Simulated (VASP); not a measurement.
# Ti (P6_3/mmc) in VASP: notebook

The runs below take Ti through single point, with PBE.

Everything below comes from runs of VASP 6.6.1. Logs are shortened: lines on timing, memory, paths and dates and some standing lists are left out, and cuts for length are marked.

## (1) The cell of the first run

Symmetry: P6_3/mmc, No. 194, hexagonal system. Conventional cell: a = 2.930 Å, b = 2.930 Å, c = 4.655 Å, α = 90.00°, β = 90.00°, γ = 120.00°. Within 3.8 Å of Ti (site symmetry -6m2) lie 12 Ti at 2.88 to 2.93 Å.

## (2) Single point, PBE (volume scaled by 0.98, then relaxed in part)

Contents of INCAR:

```
ALGO     = Normal         # electronic algorithm
EDIFF    = 1E-6           # SCF threshold, eV
ENCUT    = 500            # plane-wave cutoff, eV
GGA      = PE             # functional
GGA_COMPAT= F            
ISIF     = 2              # what is computed and relaxed
ISMEAR   = -1             # smearing method
LASPH    = T              # aspherical terms in the spheres
LCHARG   = F              # write CHGCAR
LREAL    = F              # projectors in reciprocal space
LWAVE    = F              # write WAVECAR
NBANDS   = 19             # bands
NELM     = 120            # most SCF steps
PREC     = Accurate       # precision mode
SIGMA    = 0.05           # smearing width, eV
```

Contents of KPOINTS:

```
k-points
0
Gamma
  18 18 10
```

Contents of POSCAR:

```
Ti
1.0
    2.9301986205      0.0000000000      0.0000000000
   -1.4650993102      2.5376264435      0.0000000000
    0.0000000000      0.0000000000      4.6545493880
Ti
2
Direct
    0.3333333333      0.6666666667      0.2500000000
    0.6666666667      0.3333333333      0.7500000000
```

Potentials or basis: VASP PAW PBE potentials, release 64 (Ti_sv).

Run with:

```sh
cat potpaw_PBE.64/Ti_sv/POTCAR > POTCAR
mpirun -np 1 vasp_std > vasp.out
```

OUTCAR:

```text
EDIFF = 1E-6
   ENCUT = 500
   GGA = PE
   ISIF = 2
   ISMEAR = -1
   LASPH = T
   LREAL = F
   NELM = 120
   PREC = Accurate

 ion  position               nearest neighbor table
   1  0.333  0.667  0.250-   2 2.88   2 2.88   2 2.88   2 2.88   2 2.88   2 2.88
   2  0.667  0.333  0.750-   1 2.88   1 2.88   1 2.88   1 2.88   1 2.88   1 2.88

  LATTYP: Found a hexagonal cell.
 ALAT       =     2.9301986205
 C/A-ratio  =     1.5884757284

  Lattice vectors:

 A1 = (   2.9301986205,   0.0000000000,   0.0000000000)
 A2 = (  -1.4650993102,   2.5376264435,   0.0000000000)
 A3 = (   0.0000000000,   0.0000000000,   4.6545493880)

Analysis of symmetry for initial positions (statically):
=====================================================================
 Subroutine PRICEL returns:
 Original cell was already a primitive cell.

 Routine SETGRP: Setting up the symmetry group for a
 hexagonal supercell.

 Subroutine GETGRP returns: Found 24 space group operations
 (whereof 12 operations were pure point group operations)
 out of a pool of 24 trial point group operations.

The static configuration has the point symmetry D_3d.
 The point group associated with its full space group is D_6h.

Analysis of symmetry for dynamics (positions and initial velocities):
=====================================================================
 Subroutine PRICEL returns:
 Original cell was already a primitive cell.

 Routine SETGRP: Setting up the symmetry group for a
 hexagonal supercell.

 Subroutine GETGRP returns: Found 24 space group operations
 (whereof 12 operations were pure point group operations)
 out of a pool of 24 trial point group operations.

The dynamic configuration has the point symmetry D_3d.
 The point group associated with its full space group is D_6h.

 Subroutine INISYM returns: Found 24 space group operations
 (whereof 12 operations are pure point group operations),
 and found     1 'primitive' translations

----------------------------------------------------------------------------------------

                                     Primitive cell

  volume of cell :      34.6101

  direct lattice vectors                    reciprocal lattice vectors
     2.930198621  0.000000000  0.000000000     0.341273794  0.197034517  0.000000000
    -1.465099310  2.537626444  0.000000000     0.000000000  0.394069034  0.000000000
     0.000000000  0.000000000  4.654549388     0.000000000  0.000000000  0.214843568

  length of vectors
     2.930198621  2.930198620  4.654549388     0.394069034  0.394069034  0.214843568

  position of ions in fractional coordinates (direct lattice)
     0.333333333  0.666666667  0.250000000
     0.666666667  0.333333333  0.750000000

  ion indices of the primitive-cell ions
   primitive index   ion index
                 1           1
                 2           2

----------------------------------------------------------------------------------------

 KPOINTS: k-points

Automatic generation of k-mesh.
 Grid dimensions read from file:
 generate k-points for:   18   18   10

 Generating k-lattice:

  Cartesian coordinates                     Fractional coordinates (reciprocal lattice)
     0.018959655  0.010946362  0.000000000     0.055555556  0.000000000  0.000000000
     0.000000000  0.021892724  0.000000000     0.000000000  0.055555556  0.000000000
     0.000000000  0.000000000  0.021484357     0.000000000  0.000000000  0.100000000

  Length of vectors
     0.021892724  0.021892724  0.021484357

  Shift w.r.t. Gamma in fractional coordinates (k-lattice)
     0.000000000  0.000000000  0.000000000

 Subroutine IBZKPT returns following result:
 ===========================================

 Found    222 irreducible k-points:

 Following reciprocal coordinates:
            Coordinates               Weight
  0.000000  0.000000  0.000000      1.000000
  0.055556 -0.000000  0.000000      6.000000
  0.111111 -0.000000  0.000000      6.000000
  0.166667 -0.000000  0.000000      6.000000
  0.222222  0.000000  0.000000      6.000000
  0.277778  0.000000  0.000000      6.000000
[... 16 lines left out ...]
  0.333333  0.111111  0.000000     12.000000
  0.388889  0.111111  0.000000     12.000000
 [... further k-points ...]
   k-points           NKPTS =    222   k-points in BZ     NKDIM =    222   number of bands    NBANDS=     19
   number of dos      NEDOS =    301   number of ions     NIONS =      2
   total plane-waves  NPLWV =  20736
   dimension x,y,z NGX =    24 NGY =   24 NGZ =   36
   dimension x,y,z NGXF=    48 NGYF=   48 NGZF=   72
   ions per type =               2
   NGX,Y,Z   is equivalent  to a cutoff of  13.62, 13.62, 12.86 a.u.
   NGXF,Y,Z  is equivalent  to a cutoff of  27.23, 27.23, 25.72 a.u.
 SYSTEM =  unknown system
   PREC   = accura    normal or accurate (medium, high low for compatibility)
   ISTART =      0    job   : 0-new  1-cont  2-samecut
   ICHARG =      2    charge: 1-file 2-atom 10-const
   ISPIN  =      1    spin polarized calculation?
   LNONCOLLINEAR =      F non collinear calculations
   LSORBIT =      F    spin-orbit coupling
   LASPH  =      T    aspherical Exc in radial PAW
   ENCUT  =  500.0 eV  36.75 Ry    6.06 a.u.   5.34  5.34  8.49*2*pi/ulx,y,z
   NELM   =    120;   NELMIN=  2; NELMDL= -5     # of ELM steps
   EDIFF  = 0.1E-05   stopping-criterion for ELM
   LREAL  =      F    real-space projection
   EDIFFG = 0.1E-04   stopping-criterion for IOM
   NSW    =      0    number of steps for IOM
   IBRION =     -1    ionic relax: 0-MD 1-quasi-New 2-CG
   NFREE  =      0    steps in history (QN), initial steepest desc. (CG)
   ISIF   =      2    stress and relaxation
   ISYM   =      2    0-nonsym 1-usesym 2-fastsym
   POTIM  = 0.5000    time-step for ionic-motion
   TEBEG  =    0.0;   TEEND  =   0.0 temperature during run
   PSTRESS=    0.0 pullay stress
   NELECT =      24.0000    total number of electrons
   NUPDOWN=      -1.0000    fix difference up-down
   EMIN   =  10.00;   EMAX   =-10.00  energy-range for DOS
   EFERMI =   0.00;   METHOD = LEGACY
   ISMEAR =    -1;   SIGMA  =   0.05  broadening in eV -4-tet -1-fermi 0-gaus
   EFERMI_NEDOS =   21; number of points for ismear=-14 and -15
   IALGO  =     38    algorithm
   IMIX   =      4    mixing-type and parameters
     AMIX     =   0.40;   BMIX     =  1.00
     AMIX_MAG =   1.60;   BMIX_MAG =  1.00
  volume/ion in A,a.u.               =      17.31       116.78
  Fermi-wavevector in a.u.,A,eV,Ry     =   1.449031  2.738272 28.568042  2.099692
  Thomas-Fermi vector in A             =   2.566804
   LORBIT       =      0    0 simple, 1 ext, 2 COOP (PROOUT), +10 PAW based schemes
   GGA     = PE    functional components
   LHFCALC =     F    Hartree Fock is set to
   AEXX    =    0.0000 exact exchange contribution
   IVDW    =     0    specifies the selected vdW correction
   LEPSILON=     F    determine dielectric tensor
   LRPA    =     F    only Hartree local field effects (RPA)
 non-spin polarized calculation
  energy-cutoff  :      500.00
  volume of cell :       34.61
 maximum number of plane-waves:       899
 NGX is ok and might be reduce to    24
   NGX = 11   NGY = 11   NGZ = 17

 number of electron      24.0000000 magnetization

 Free energy of the ion-electron system (eV)
  ---------------------------------------------------
  ext. energy  EPLUGINS =         0.00000000
  ---------------------------------------------------
  free energy    TOTEN  =       -15.68014476 eV

  energy without entropy =      -15.66332599  energy(sigma->0) =      -15.67173537

 E-fermi :   8.3792     XC(G=0): -11.5146

 val. band max:        8.3782426410   @ k =   0.3333   0.1667   0.4000
 cond. band min:       8.3891109560   @ k =   0.0556  -0.0000   0.5000
 fundamental gap:      0.0108683149
 Fermi energy:         8.3791711486

 k-point     1 :       0.0000    0.0000    0.0000
  band No.  band energies     occupation
      1     -48.4781      2.00000
      2     -48.3410      2.00000
      3     -25.0680      2.00000
      4     -24.4180      2.00000
      5     -24.4180      2.00000
      6     -24.3557      2.00000
[... 11 lines left out ...]
     18      10.0195      0.00000
     19      11.5415      0.00000

 k-point     2 :       0.0556   -0.0000    0.0000
  band No.  band energies     occupation
      1     -48.4751      2.00000
      2     -48.3397      2.00000
      3     -25.0611      2.00000
      4     -24.4322      2.00000
      5     -24.4227      2.00000
      6     -24.3586      2.00000
[... 11 lines left out ...]
     18       9.9698      0.00000
     19      11.5682      0.00000

 k-point     3 :       0.1111   -0.0000    0.0000
  band No.  band energies     occupation
      1     -48.4660      2.00000
      2     -48.3362      2.00000
      3     -25.0409      2.00000
      4     -24.4734      2.00000
      5     -24.4362      2.00000
      6     -24.3752      2.00000
[... 11 lines left out ...]
     18       9.8672      0.00000
     19      11.6352      0.00000

 k-point     4 :       0.1667   -0.0000    0.0000
  band No.  band energies     occupation
      1     -48.4519      2.00000
      2     -48.3309      2.00000
      3     -25.0087      2.00000
      4     -24.5370      2.00000
      5     -24.4564      2.00000
      6     -24.4391      2.00000
[... 11 lines left out ...]
     18      10.1234      0.00000
     19      11.7169      0.00000

 k-point     5 :       0.2222    0.0000    0.0000
  band No.  band energies     occupation
      1     -48.4341      2.00000
      2     -48.3250      2.00000
      3     -24.9665      2.00000
      4     -24.6154      2.00000
      5     -24.5157      2.00000
      6     -24.4804      2.00000
[... 11 lines left out ...]
     18      10.4548      0.00000
     19      11.7939      0.00000
[... 334 lines left out ...]
      2     -48.3180      2.00000
      3     -24.9013      2.00000
      4     -24.6962      2.00000
      5     -24.6351      2.00000
      6     -24.5029      2.00000
[... 11 lines left out ...]
     18      11.1725      0.00000
     19      11.8036      0.00000

 k-point    22 :       0.2778    0.1111    0.0000
  band No.  band energies     occupation
      1     -48.3888      2.00000
      2     -48.3146      2.00000
      3     -24.8500      2.00000
      4     -24.7701      2.00000
      5     -24.6854      2.00000
      6     -24.5388      2.00000
[... 11 lines left out ...]
     18      11.6433      0.00000
     19      11.8334      0.00000

 k-point    23 :       0.3333    0.1111    0.0000
  band No.  band energies     occupation
      1     -48.3717      2.00000
      2     -48.3134      2.00000
      3     -24.8305      2.00000
      4     -24.8003      2.00000
      5     -24.7258      2.00000
      6     -24.5679      2.00000
[... 11 lines left out ...]
     18      11.8533      0.00000
     19      12.1295      0.00000

 k-point    24 :       0.3889    0.1111    0.0000
  band No.  band energies     occupation
      1     -48.3590      2.00000
      2     -48.3140      2.00000
      3     -24.8698      2.00000
      4     -24.7601      2.00000
      5     -24.7522      2.00000
      6     -24.5866      2.00000
[... 11 lines left out ...]
     18      11.8642      0.00000
     19      12.6200      0.00000

 [... further k-points ...]
[... 5 lines left out ...]
  --------------------------------------------------------------------------------------
  -------------------------------------------------------------------------------------
  Total        0.0916661      0.0916661     -0.0064955      0.0000000      0.0000000      0.0000000
  in kB        4.2434267      4.2434267     -0.3006903      0.0000000      0.0000000      0.0000000
  external PRESSURE =       2.7287211 kB  Pullay stress =       0.0000000 kB

 VOLUME and BASIS-vectors are now :
 -----------------------------------------------------------------------------
  energy-cutoff  :      500.00
  volume of cell :       34.61
      direct lattice vectors                 reciprocal lattice vectors
     2.930198621  0.000000000  0.000000000     0.341273794  0.197034517  0.000000000
    -1.465099310  2.537626444  0.000000000     0.000000000  0.394069034  0.000000000
     0.000000000  0.000000000  4.654549388     0.000000000  0.000000000  0.214843568

 POSITION                                       TOTAL-FORCE (eV/Angst)
 -----------------------------------------------------------------------------------
     -0.00000      1.69175      1.16364        -0.000000     -0.000000      0.000000
      1.46510      0.84588      3.49091         0.000000      0.000000      0.000000
 -----------------------------------------------------------------------------------
    total drift:                               -0.000000      0.000000     -0.000000

  FREE ENERGIE OF THE ION-ELECTRON SYSTEM (eV)
  ---------------------------------------------------
  free  energy   TOTEN  =       -15.6801447592 eV

  energy  without entropy=      -15.6633259902  energy(sigma->0) =      -15.67173537
```

Run time: 45 s. Hardware: 1 thread of Intel Xeon 6975P-C (Granite Rapids), shared host; peak memory 0.23 GiB.

What came out:

```yaml
Free_energy: -15.6801 eV
Pressure: 0.3 GPa
Band_gap_on_the_k_mesh: zero (band 12 reaches 9.16 eV, above the bottom of band 13 at 8.05 eV)
```

(Continued in part 2 of 2.)
